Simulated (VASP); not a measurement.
P: single point with r2SCAN

Crystal: P.

```
P
1.0
     2.43610    0.00000    0.00000
     0.00000    2.43610    0.00000
     0.00000    0.00000    2.43610
P
1
Direct
  0.00000 0.00000 0.00000
```

```
Program             : VASP 6.6.1
Task                : single point
Functional          : r2SCAN
Potentials or basis : VASP PAW PBE potentials, release 64 (P)
Cutoff              : 520 eV
k mesh              : 22 × 22 × 22
Occupations         : gaussian, width 0.1 eV
Spin                : no spin polarisation
```

The pressure is -0.5 GPa.

Levels at points of the mesh, in eV from the Fermi level:
```csv
k point,band 1,band 2,band 3,band 4,band 5,band 6,band 7,band 8
"(0.00, 0.00, 0.00)",-17.38,5.40,5.40,5.40,7.19,7.19,15.71,26.03
"(0.50, 0.00, 0.00)",-12.81,-9.09,8.45,8.45,9.84,15.23,15.23,17.99
"(0.50, 0.50, 0.00)",-7.78,-5.59,-5.59,1.30,11.31,17.90,17.90,18.28
"(0.50, 0.50, 0.50)",-2.36,-2.36,-2.36,-1.36,5.07,5.07,5.07,11.95
```

It took 76 s on 1 thread of Intel(R) Xeon(R) Platinum 8375C CPU @ 2.90GHz (Ice Lake) (shared host), peak memory 0.14 GiB.

Caveat: the PAW data sets were made with another functional, which shifts forces and pressure a little.
